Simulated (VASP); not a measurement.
# NbRu3 (R-3m) in VASP: notebook

The runs below take NbRu3 through single point, with LDA.

All numbers are computed with VASP 6.6.1; they aren't measurements. Logs are shortened: lines on timing, memory, paths and dates and some standing lists are left out, and cuts for length are marked.

## Step 1: The cell of the first run

It takes space group R-3m (No. 166, trigonal). Conventional cell: a = 5.542 Å, b = 5.542 Å, c = 6.586 Å, α = 90.00°, β = 90.00°, γ = 120.00°. Within 3.6 Å of Nb (site symmetry -3m) lie 12 Ru at 2.72 to 2.77 Å. Ru (site symmetry 2/m) has 4 Nb at 2.72 to 2.77 Å and 8 Ru at 2.72 to 2.77 Å within 3.6 Å.

## Step 2: Single point, LDA (equal xy, yz and zx shear strains of -2 %)

Input file INCAR:

```
SYSTEM = NbRu3
PREC     = Accurate       ! precision mode
ENCUT    = 520            ! plane-wave cutoff, eV
EDIFF    = 1E-7           ! SCF threshold, eV
ISMEAR   = -1             ! smearing method
SIGMA    = 0.05           ! smearing width, eV
LREAL    = .FALSE.        ! projectors in reciprocal space
LASPH    = .TRUE.         ! aspherical terms in the spheres
NELM     = 100            ! most SCF steps
ALGO     = Normal         ! electronic algorithm
ISIF     = 2              ! what is computed and relaxed
LWAVE    = .FALSE.        ! write WAVECAR
LCHARG   = .FALSE.        ! write CHGCAR
GGA      = CA             ! functional
NBANDS   = 36             ! bands
```

Input file KPOINTS:

```
regular mesh
0
G
  9 9 9
  0 0 0
```

Input file POSCAR:

```
NbRu3
1.0
    3.8800000000     -0.0388000000     -0.0388000000
   -0.0388000000      3.8800000000     -0.0388000000
   -0.0388000000     -0.0388000000      3.8800000000
Nb Ru
1 3
Direct
    0.0000000000      0.0000000000      0.0000000000
    0.0000000000      0.5000000000      0.5000000000
    0.5000000000      0.0000000000      0.5000000000
    0.5000000000      0.5000000000      0.0000000000
```

Potentials or basis: VASP PAW LDA potentials, release 64 (Nb_sv, Ru_pv).

Command:

```
> cat potpaw_LDA.64/Nb_sv/POTCAR potpaw_LDA.64/Ru_pv/POTCAR > POTCAR
> mpirun -np 1 vasp_std > vasp.out
```

OUTCAR:

```text
SYSTEM = NbRu3
   PREC = Accurate
   ENCUT = 520
   EDIFF = 1E-7
   ISMEAR = -1
   LREAL = .FALSE.
   LASPH = .TRUE.
   NELM = 100
   ISIF = 2
   GGA = CA

 ion  position               nearest neighbor table
   1  0.000  0.000  0.000-   2 2.72   3 2.72   4 2.72   2 2.72   3 2.72   4 2.72   4 2.77   2 2.77
                             3 2.77   4 2.77   3 2.77   2 2.77
   2  0.000  0.500  0.500-   1 2.72   3 2.72   4 2.72   1 2.72   4 2.72   3 2.72   3 2.77   1 2.77
                             3 2.77   4 2.77   4 2.77   1 2.77
   3  0.500  0.000  0.500-   1 2.72   2 2.72   4 2.72   4 2.72   1 2.72   2 2.72   4 2.77   1 2.77
                             1 2.77   2 2.77   4 2.77   2 2.77
   4  0.500  0.500  0.000-   1 2.72   2 2.72   3 2.72   3 2.72   2 2.72   1 2.72   3 2.77   2 2.77
                             1 2.77   2 2.77   3 2.77   1 2.77

  LATTYP: Found a trigonal (rhomboedric) cell.
 ALAT       =     3.8803879806
 COS(alpha) =    -0.0198960208

  Lattice vectors:

 A1 = (   3.8800000000,  -0.0388000000,  -0.0388000000)
 A2 = (  -0.0388000000,   3.8800000000,  -0.0388000000)
 A3 = (  -0.0388000000,  -0.0388000000,   3.8800000000)

Analysis of symmetry for initial positions (statically):
=====================================================================
 Subroutine PRICEL returns:
 Original cell was already a primitive cell.

 Routine SETGRP: Setting up the symmetry group for a
 trigonal (rhombohedral) supercell.

 Subroutine GETGRP returns: Found 12 space group operations
 (whereof 12 operations were pure point group operations)
 out of a pool of 12 trial point group operations.

The static configuration has the point symmetry D_3d.

Analysis of symmetry for dynamics (positions and initial velocities):
=====================================================================
 Subroutine PRICEL returns:
 Original cell was already a primitive cell.

 Routine SETGRP: Setting up the symmetry group for a
 trigonal (rhombohedral) supercell.

 Subroutine GETGRP returns: Found 12 space group operations
 (whereof 12 operations were pure point group operations)
 out of a pool of 12 trial point group operations.

The dynamic configuration has the point symmetry D_3d.

 Subroutine INISYM returns: Found 12 space group operations
 (whereof 12 operations are pure point group operations),
 and found     1 'primitive' translations

----------------------------------------------------------------------------------------

                                     Primitive cell

  volume of cell :      58.3934

  direct lattice vectors                    reciprocal lattice vectors
     3.880000000 -0.038800000 -0.038800000     0.257784036  0.002603879  0.002603879
    -0.038800000  3.880000000 -0.038800000     0.002603879  0.257784036  0.002603879
    -0.038800000 -0.038800000  3.880000000     0.002603879  0.002603879  0.257784036

  length of vectors
     3.880387981  3.880387981  3.880387981     0.257810337  0.257810337  0.257810337

  position of ions in fractional coordinates (direct lattice)
     0.000000000  0.000000000  0.000000000
     0.000000000  0.500000000  0.500000000
     0.500000000  0.000000000  0.500000000
     0.500000000  0.500000000  0.000000000

  ion indices of the primitive-cell ions
   primitive index   ion index
                 1           1
                 2           2
                 3           3
                 4           4

----------------------------------------------------------------------------------------

 KPOINTS: regular mesh

Automatic generation of k-mesh.
 Grid dimensions read from file:
 generate k-points for:    9    9    9

 Generating k-lattice:

  Cartesian coordinates                     Fractional coordinates (reciprocal lattice)
     0.028642671  0.000289320  0.000289320     0.111111111  0.000000000  0.000000000
     0.000289320  0.028642671  0.000289320     0.000000000  0.111111111  0.000000000
     0.000289320  0.000289320  0.028642671     0.000000000  0.000000000  0.111111111

  Length of vectors
     0.028645593  0.028645593  0.028645593

  Shift w.r.t. Gamma in fractional coordinates (k-lattice)
     0.000000000  0.000000000  0.000000000

 Subroutine IBZKPT returns following result:
 ===========================================

 Found     85 irreducible k-points:

 Following reciprocal coordinates:
            Coordinates               Weight
  0.000000  0.000000  0.000000      1.000000
  0.111111  0.000000  0.000000      6.000000
  0.222222  0.000000  0.000000      6.000000
  0.333333  0.000000  0.000000      6.000000
  0.444444  0.000000  0.000000      6.000000
  0.111111  0.111111  0.000000      6.000000
[... 16 lines left out ...]
 -0.333333  0.333333  0.000000      6.000000
  0.444444  0.444444  0.000000      6.000000
 [... further k-points ...]
   k-points           NKPTS =     85   k-points in BZ     NKDIM =     85   number of bands    NBANDS=     36
   number of dos      NEDOS =    301   number of ions     NIONS =      4
   total plane-waves  NPLWV =  27000
   dimension x,y,z NGX =    30 NGY =   30 NGZ =   30
   dimension x,y,z NGXF=    60 NGYF=   60 NGZF=   60
   ions per type =               1   3
   NGX,Y,Z   is equivalent  to a cutoff of  12.85, 12.85, 12.85 a.u.
   NGXF,Y,Z  is equivalent  to a cutoff of  25.71, 25.71, 25.71 a.u.
 SYSTEM =  NbRu3
   PREC   = accura    normal or accurate (medium, high low for compatibility)
   ISTART =      0    job   : 0-new  1-cont  2-samecut
   ICHARG =      2    charge: 1-file 2-atom 10-const
   ISPIN  =      1    spin polarized calculation?
   LNONCOLLINEAR =      F non collinear calculations
   LSORBIT =      F    spin-orbit coupling
   LASPH  =      T    aspherical Exc in radial PAW
   ENCUT  =  520.0 eV  38.22 Ry    6.18 a.u.   7.21  7.21  7.21*2*pi/ulx,y,z
   NELM   =    100;   NELMIN=  2; NELMDL= -5     # of ELM steps
   EDIFF  = 0.1E-06   stopping-criterion for ELM
   LREAL  =      F    real-space projection
   EDIFFG = 0.1E-05   stopping-criterion for IOM
   NSW    =      0    number of steps for IOM
   IBRION =     -1    ionic relax: 0-MD 1-quasi-New 2-CG
   NFREE  =      0    steps in history (QN), initial steepest desc. (CG)
   ISIF   =      2    stress and relaxation
   ISYM   =      2    0-nonsym 1-usesym 2-fastsym
   POTIM  = 0.5000    time-step for ionic-motion
   TEBEG  =    0.0;   TEEND  =   0.0 temperature during run
   PSTRESS=    0.0 pullay stress
   NELECT =      55.0000    total number of electrons
   NUPDOWN=      -1.0000    fix difference up-down
   EMIN   =  10.00;   EMAX   =-10.00  energy-range for DOS
   EFERMI =   0.00;   METHOD = LEGACY
   ISMEAR =    -1;   SIGMA  =   0.05  broadening in eV -4-tet -1-fermi 0-gaus
   EFERMI_NEDOS =   21; number of points for ismear=-14 and -15
   IALGO  =     38    algorithm
   IMIX   =      4    mixing-type and parameters
     AMIX     =   0.40;   BMIX     =  1.00
     AMIX_MAG =   1.60;   BMIX_MAG =  1.00
  volume/ion in A,a.u.               =      14.60        98.51
  Fermi-wavevector in a.u.,A,eV,Ry     =   1.604751  3.032540 35.038085  2.575227
  Thomas-Fermi vector in A             =   2.701206
   LORBIT       =      0    0 simple, 1 ext, 2 COOP (PROOUT), +10 PAW based schemes
   GGA     = CA    functional components
   LHFCALC =     F    Hartree Fock is set to
   AEXX    =    0.0000 exact exchange contribution
   IVDW    =     0    specifies the selected vdW correction
   LEPSILON=     F    determine dielectric tensor
   LRPA    =     F    only Hartree local field effects (RPA)
 non-spin polarized calculation
  energy-cutoff  :      520.00
  volume of cell :       58.39
 maximum number of plane-waves:      1586
 NGX is ok and might be reduce to    30
   NGX = 15   NGY = 15   NGZ = 15

 number of electron      55.0000006 magnetization

 Free energy of the ion-electron system (eV)
  ---------------------------------------------------
  ext. energy  EPLUGINS =         0.00000000
  ---------------------------------------------------
  free energy    TOTEN  =       -43.73232933 eV

  energy without entropy =      -43.68978935  energy(sigma->0) =      -43.71105934

 E-fermi :  12.0385     XC(G=0): -13.9117

 val. band max:       12.0369776744   @ k =  -0.2222   0.1111  -0.0000
 cond. band min:      12.0425660511   @ k =  -0.3333   0.2222   0.1111
 fundamental gap:      0.0055883767
 Fermi energy:        12.0384913336

 k-point     1 :       0.0000    0.0000    0.0000
  band No.  band energies     occupation
      1     -42.4010      2.00000
      2     -30.5076      2.00000
      3     -30.5076      2.00000
      4     -30.4634      2.00000
      5     -30.1191      2.00000
      6     -30.0944      2.00000
[... 28 lines left out ...]
     35      16.7310      0.00000
     36      16.7942      0.00000

 k-point     2 :       0.1111    0.0000    0.0000
  band No.  band energies     occupation
      1     -42.4012      2.00000
      2     -30.4976      2.00000
      3     -30.4912      2.00000
      4     -30.4517      2.00000
      5     -30.1204      2.00000
      6     -30.0993      2.00000
[... 28 lines left out ...]
     35      16.7603      0.00000
     36      17.6916      0.00000

 k-point     3 :       0.2222    0.0000    0.0000
  band No.  band energies     occupation
      1     -42.4017      2.00000
      2     -30.4704      2.00000
      3     -30.4474      2.00000
      4     -30.4155      2.00000
      5     -30.1247      2.00000
      6     -30.1150      2.00000
[... 28 lines left out ...]
     35      16.7294      0.00000
     36      19.1732      0.00000

 k-point     4 :       0.3333    0.0000    0.0000
  band No.  band energies     occupation
      1     -42.4024      2.00000
      2     -30.4348      2.00000
      3     -30.3968      2.00000
      4     -30.3476      2.00000
      5     -30.1413      2.00000
      6     -30.1329      2.00000
[... 28 lines left out ...]
     35      16.7003      0.00000
     36      20.7250      0.00000

 k-point     5 :       0.4444    0.0000    0.0000
  band No.  band energies     occupation
      1     -42.4028      2.00000
      2     -30.4073      2.00000
      3     -30.3598      2.00000
      4     -30.2540      2.00000
      5     -30.1675      2.00000
      6     -30.1510      2.00000
[... 655 lines left out ...]
 k-point    22 :      -0.4444    0.3333   -0.0000
  band No.  band energies     occupation
      1     -42.4016      2.00000
      2     -30.4530      2.00000
      3     -30.3574      2.00000
      4     -30.2877      2.00000
      5     -30.1999      2.00000
      6     -30.1512      2.00000
[... 28 lines left out ...]
     35      16.1394      0.00000
     36      18.8809      0.00000

 k-point    23 :      -0.3333    0.3333    0.0000
  band No.  band energies     occupation
      1     -42.4016      2.00000
      2     -30.4694      2.00000
      3     -30.3303      2.00000
      4     -30.3120      2.00000
      5     -30.2369      2.00000
      6     -30.1413      2.00000
[... 28 lines left out ...]
     35      16.7223      0.00000
     36      18.4069      0.00000

 k-point    24 :       0.4444    0.4444    0.0000
  band No.  band energies     occupation
      1     -42.4013      2.00000
      2     -30.4508      2.00000
      3     -30.3951      2.00000
      4     -30.2272      2.00000
      5     -30.1770      2.00000
      6     -30.1667      2.00000
[... 28 lines left out ...]
     35      16.1366      0.00000
     36      18.0020      0.00000

 [... further k-points ...]

------------------------ aborting loop because EDIFF is reached ----------------------------------------

  FORCE on cell =-STRESS in cart. coord.  units (eV):
  Direction    XX          YY          ZZ          XY          YZ          ZX
  --------------------------------------------------------------------------------------
  -------------------------------------------------------------------------------------
  Total       -3.8713526     -3.8713526     -3.8713526      1.1662887      1.1662887      1.1662887
  in kB     -106.2207376   -106.2207376   -106.2207376     32.0001965     32.0001965     32.0001965
  external PRESSURE =    -106.2207376 kB  Pullay stress =       0.0000000 kB

 VOLUME and BASIS-vectors are now :
 -----------------------------------------------------------------------------
  energy-cutoff  :      520.00
  volume of cell :       58.39
      direct lattice vectors                 reciprocal lattice vectors
     3.880000000 -0.038800000 -0.038800000     0.257784036  0.002603879  0.002603879
    -0.038800000  3.880000000 -0.038800000     0.002603879  0.257784036  0.002603879
    -0.038800000 -0.038800000  3.880000000     0.002603879  0.002603879  0.257784036

 POSITION                                       TOTAL-FORCE (eV/Angst)
 -----------------------------------------------------------------------------------
      0.00000      0.00000      0.00000         0.000000      0.000000      0.000000
     -0.03880      1.92060      1.92060        -0.000000     -0.000000     -0.000000
      1.92060     -0.03880      1.92060         0.000000      0.000000      0.000000
      1.92060      1.92060     -0.03880         0.000000     -0.000000      0.000000
 -----------------------------------------------------------------------------------
    total drift:                                0.000000      0.000000     -0.000000

  FREE ENERGIE OF THE ION-ELECTRON SYSTEM (eV)
  ---------------------------------------------------
  free  energy   TOTEN  =       -43.7323293340 eV

  energy  without entropy=      -43.6897893457  energy(sigma->0) =      -43.71105934
```

Run time: 1.8 min. Hardware: 1 thread of AMD EPYC 9R45 (Zen 5), shared host; peak memory 0.23 GiB.

What came out:

```yaml
Free_energy: -43.7323 eV
Pressure: -10.6 GPa
Band_gap_on_the_k_mesh: zero (an odd number of electrons rules out a gap without spin polarisation)
```

Levels at points of the mesh, in eV from the Fermi level:
| k point | band 26 | band 27 | band 28 | band 29 | band 30 | band 31 |
| --- | --- | --- | --- | --- | --- | --- |
| (0.00, 0.00, 0.00) | 1.75 | 2.29 | 2.29 | 2.35 | 3.63 | 3.63 |

Caveat: the cell differs from its parent crystal (equal xy, yz and zx shear strains of -2 %); the cell stands under tension.

## Step 3: Single point, LDA (equal xy, yz and zx shear strains of -1 %)

Input file INCAR:

```
SYSTEM = NbRu3
  PREC = Accurate
  ENCUT = 520
  EDIFF = 1E-6
  ISMEAR = -1
  SIGMA = 0.05
  LREAL = .False.
  LASPH = .True.
  NELM = 80
  ALGO = Normal
  ISIF = 2
  LWAVE = .False.
  LCHARG = .False.
  GGA = CA
  NBANDS = 36
```

Input file KPOINTS:

```
regular mesh
0
Gamma
  9 9 9
  0 0 0
```

Input file POSCAR:

```
NbRu3
1.0
    3.8800000000     -0.0194000000     -0.0194000000
   -0.0194000000      3.8800000000     -0.0194000000
   -0.0194000000     -0.0194000000      3.8800000000
Nb Ru
1 3
Direct
    0.0000000000      0.0000000000      0.0000000000
    0.0000000000      0.5000000000      0.5000000000
    0.5000000000      0.0000000000      0.5000000000
    0.5000000000      0.5000000000      0.0000000000
```

Potentials or basis: VASP PAW LDA potentials, release 64 (Nb_sv, Ru_pv).

Command:

```
> cat potpaw_LDA.64/Nb_sv/POTCAR potpaw_LDA.64/Ru_pv/POTCAR > POTCAR
> mpirun -np 1 vasp_std > vasp.out
```

Run time: 99 s. Hardware: 1 thread of AMD EPYC 9R45 (Zen 5), shared host; peak memory 0.22 GiB.

Results (log left out):

| Quantity | Value |
| --- | --- |
| Free energy | -43.7577 eV |
| Pressure | -10.9 GPa |
| Band gap on the k mesh | zero (an odd number of electrons rules out a gap without spin polarisation) |

Stress tensor (GPa, compression positive):
```
-10.93   1.56   1.56
  1.56 -10.93   1.56
  1.56   1.56 -10.93
```

Levels at points of the mesh, in eV from the Fermi level:
| k point | band 26 | band 27 | band 28 | band 29 | band 30 | band 31 |
| --- | --- | --- | --- | --- | --- | --- |
| (0.00, 0.00, 0.00) | 1.78 | 2.31 | 2.31 | 2.33 | 3.63 | 3.63 |

Caveat: the cell differs from its parent crystal (equal xy, yz and zx shear strains of -1 %); the cell stands under tension.
